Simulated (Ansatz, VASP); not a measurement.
# One calculation of CuAu, two programs

```
Cu Au
1.0
     0.00000    2.47382    2.47382
     2.47382    0.00000    2.47382
     2.47382    2.47382    0.00000
Cu Au
1 1
Direct
  0.00000 0.00000 0.00000
  0.50000 0.50000 0.50000
```

Alike in both runs: task relaxation of cell and atoms; functional PBE; k mesh 6 × 6 × 6; occupations gaussian, width 0.1 eV; no spin polarisation.

|  | VASP | Ansatz |
| --- | --- | --- |
| version | VASP 6.6.1 | Ansatz 0.2.0 |
| potentials or method | VASP PAW PBE potentials, release 64 (Cu, Au), cutoff 600 eV | scalar-relativistic, plane waves, PAW |
| valence electrons in the cell | 22 | 38 |

|  | VASP | Ansatz | Ansatz less VASP |
| --- | --- | --- | --- |
| gap on the k mesh at the Fermi level, each at its own relaxed structure (eV) | none | none | - |
| relaxed volume (Å³/atom) | 17.25 | 17.16 | -0.092 |
| relaxed length of the cell vector where the two differ most in proportion (Å) | 3.654 | 3.648 | -0.0065 |

A gap of «none» marks a metal or a gap that the smearing closes. VASP's potentials hold 22 valence electrons a cell and Ansatz's 38, so a difference there can come from the potentials and not from the codes.

The k mesh is coarse, so the values compare programs but aren't converged. Spin-orbit coupling is off throughout.
